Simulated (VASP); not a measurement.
Here is a VASP 6.6.1 calculation.

INCAR

```
PREC     = Accurate       # precision mode
ENCUT    = 500            # plane-wave cutoff, eV
EDIFF    = 1E-6           # SCF threshold, eV
ISMEAR   = -1             # smearing method
SIGMA    = 0.05           # smearing width, eV
LREAL    = F              # projectors in reciprocal space
LASPH    = T              # aspherical terms in the spheres
NELM     = 200            # most SCF steps
ALGO     = Normal         # electronic algorithm
ISIF     = 2              # what is computed and relaxed
LWAVE    = F              # write WAVECAR
LCHARG   = F              # write CHGCAR
ISPIN    = 2              # spin polarisation
MAGMOM   = 1.33 1.33 1.77 0.27 # initial moments
LORBIT   = 11             # projections on sites
NUPDOWN  = 5.4            # fixed moment
LMAXMIX  = 4              # l up to which the mixer works
GGA      = CA             # functional
NBANDS   = 38             # bands
GGA_COMPAT= F
```

Contents of KPOINTS:

```
regular mesh
0
Gamma
  7 7 7
```

File POSCAR:

```
V3Mo
1.0
    0.0000000000      3.0240870900      3.0240870900
    3.0240870900      0.0000000000      3.0240870900
    3.0240870900      3.0240870900      0.0000000000
V Mo
3 1
Direct
    0.2500000000      0.2500000000      0.2500000000
    0.7500000000      0.7500000000      0.7500000000
    0.5000000000      0.5000000000      0.5000000000
    0.0000000000      0.0000000000      0.0000000000
```

Potentials or basis: VASP PAW LDA potentials, release 64 (V_sv, Mo_sv).

Launch:

```console
$ cat potpaw_LDA.64/V_sv/POTCAR potpaw_LDA.64/Mo_sv/POTCAR > POTCAR
$ mpirun -np 1 vasp_std > vasp.out
```

Task: Predict the pressure.

Result: 1.3 GPa.

Caveat: the total moment is fixed, so each spin has its own Fermi level.
